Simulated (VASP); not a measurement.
Write the native input for VASP 6.6.1 that does the following.

| Property | Result |
| --- | --- |
| Task | single point |
| Functional | r2SCAN |
| Potentials or basis | VASP PAW PBE potentials, release 64 (W_sv) |
| Cutoff | 520 eV |
| k mesh | 20 × 20 × 20 |
| Occupations | gaussian, width 0.15 eV |
| Spin | no spin polarisation |
| Dipole correction | no |
| Further INCAR settings | ALGO = Normal; EDIFF = 1e-06; NBANDS = 13 |

Crystal: W.

```
W
1.0
    -1.59730    1.59730    1.53341
     1.59730   -1.59730    1.53341
     1.59730    1.59730   -1.53341
W
1
Direct
  0.00000 0.00000 0.00000
```

This cell differs from its parent crystal: strain +0.000 along x and y, -0.040 along z.

One way to write it, as run:

POSCAR

```
W
1.0
   -1.5973000000      1.5973000000      1.5334080000
    1.5973000000     -1.5973000000      1.5334080000
    1.5973000000      1.5973000000     -1.5334080000
W
1
Direct
    0.0000000000      0.0000000000      0.0000000000
```

INCAR.step1

```
SYSTEM = W
PREC = Accurate ; ENCUT = 520
ISMEAR = 0 ; SIGMA = 0.15
LREAL = .False. ; LASPH = .True.
NELM = 80 ; NBANDS = 13
GGA = PE ; ALGO = Normal
EDIFF = 1E-4 ; LWAVE = .True.
LCHARG = .False.
```

INCAR.step2

```
SYSTEM = W
PREC = Accurate ; ENCUT = 520
EDIFF = 1E-6 ; ISMEAR = 0
SIGMA = 0.15 ; LREAL = .False.
LASPH = .True. ; NELM = 80
ALGO = Normal ; ISIF = 2
LWAVE = .False. ; LCHARG = .False.
METAGGA = R2SCAN ; LMIXTAU = .True.
NBANDS = 13 ; ISTART = 1
```

KPOINTS

```
regular mesh
0
Gamma
  20 20 20
  0 0 0
```

Potentials or basis: VASP PAW PBE potentials, release 64 (W_sv).

Command:

```bash
$ cat potpaw_PBE.64/W_sv/POTCAR > POTCAR
$ cp INCAR.step1 INCAR
$ mpirun -np 1 vasp_std > vasp.out
$ cp INCAR.step2 INCAR
$ mpirun -np 1 vasp_std > vasp.out
```

It gave:

| Item | Value |
| --- | --- |
| Pressure | 7.1 GPa |
| Band gap on the k mesh | zero (bands 7 and 8 overlap by 6.64 eV) |

Caveat: the cell differs from its parent crystal (strain +0.000 along x and y, -0.040 along z); the stress differs along the axes, from 2 to 18 GPa; the PAW data sets were made with another functional, which shifts forces and pressure a little; spin-orbit coupling is left out, which moves the levels of the heavy elements.

Wall time 2.4 min on 1 thread of Intel(R) Xeon(R) 6975P-C (Granite Rapids), on a shared host, peak memory 0.23 GiB.
